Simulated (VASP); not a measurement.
Write the native input for VASP 6.6.1 that does the following.

```yaml
Task: single point
Functional: PBE
Potentials_or_basis: VASP PAW PBE potentials, release 64 (In_d, Sb)
Cutoff: 520 eV
k_mesh: 16 × 16 × 16
Occupations: gaussian, width 0.15 eV
Spin: no spin polarisation
Dipole_correction: no
Further_INCAR_settings: ALGO = Normal; EDIFF = 1e-06; NBANDS = 16
```

The structure of InSb lies in POSCAR:

```
InSb
1.0
   -2.8102500000      2.8102500000      1.7471500000
    2.8102500000     -2.8102500000      1.7471500000
    2.8102500000      2.8102500000     -1.7471500000
In Sb
1 1
Direct
    0.2500000000      0.7500000000      0.5000000000
    0.0000000000      0.0000000000      0.0000000000
```

These files were run (other wordings do the same):

INCAR

```
SYSTEM = InSb
ALGO = Normal ; EDIFF = 1E-6
ENCUT = 520 ; GGA = PE
ISIF = 2 ; ISMEAR = 0
LASPH = .TRUE. ; LCHARG = .FALSE.
LREAL = .FALSE. ; LWAVE = .FALSE.
NBANDS = 16 ; NELM = 60
PREC = Accurate ; SIGMA = 0.15
```

KPOINTS

```
k-points
0
G
  16 16 16
  0 0 0
```

Potentials or basis: VASP PAW PBE potentials, release 64 (In_d, Sb).

Run with:

```console
$ cat potpaw_PBE.64/In_d/POTCAR potpaw_PBE.64/Sb/POTCAR > POTCAR
$ mpirun -np 1 vasp_std > vasp.out
```

It gave:

| Property | Result |
| --- | --- |
| Pressure | 2.5 GPa |
| Band gap on the k mesh | zero (bands 9 and 10 overlap by 4.53 eV) |

Caveat: spin-orbit coupling is left out, which moves the levels of the heavy elements.

It took 120 s on 1 thread of Intel(R) Xeon(R) Platinum 8488C (Sapphire Rapids), with other jobs on the host, peak memory 0.44 GiB.
